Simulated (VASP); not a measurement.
A run of VASP 6.6.1 is set up as follows.

File INCAR:

```
SYSTEM = LiMg
PREC = Accurate ; ENCUT = 520
EDIFF = 1E-6 ; ISMEAR = 1
SIGMA = 0.05 ; LREAL = .FALSE.
LASPH = .TRUE. ; NELM = 60
ALGO = Normal ; ISIF = 2
LWAVE = .FALSE. ; LCHARG = .FALSE.
NBANDS = 13
```

The input KPOINTS:

```
Automatic mesh
0
G
  5 7 5
  0 0 0
```

POSCAR

```
LiMg
1.0
    4.9126250000      0.0000000000      0.0000000000
    0.0000000000      3.3402490000      0.0000000000
    0.0000000000      0.0000000000      4.9339590000
Li Mg
2 2
Direct
    0.7500000000      0.0000000000      0.2571170000
    0.2500000000      0.0000000000      0.7428830000
    0.2500000000      0.5000000000      0.2438730000
    0.7500000000      0.5000000000      0.7561270000
```

Potentials or basis: VASP PAW LDA potentials, release 64 (Li_sv, Mg).

Command:

```sh
$ cat potpaw_LDA.64/Li_sv/POTCAR potpaw_LDA.64/Mg/POTCAR > POTCAR
$ mpirun -np 1 vasp_std > vasp.out
```

(1) What does it give for the largest force?

(2) Predict the band gap on the k mesh.

Answers

(1) 0.017 eV/Å.

(2) zero (band 5 reaches 3.31 eV, above the bottom of band 6 at 0.39 eV).
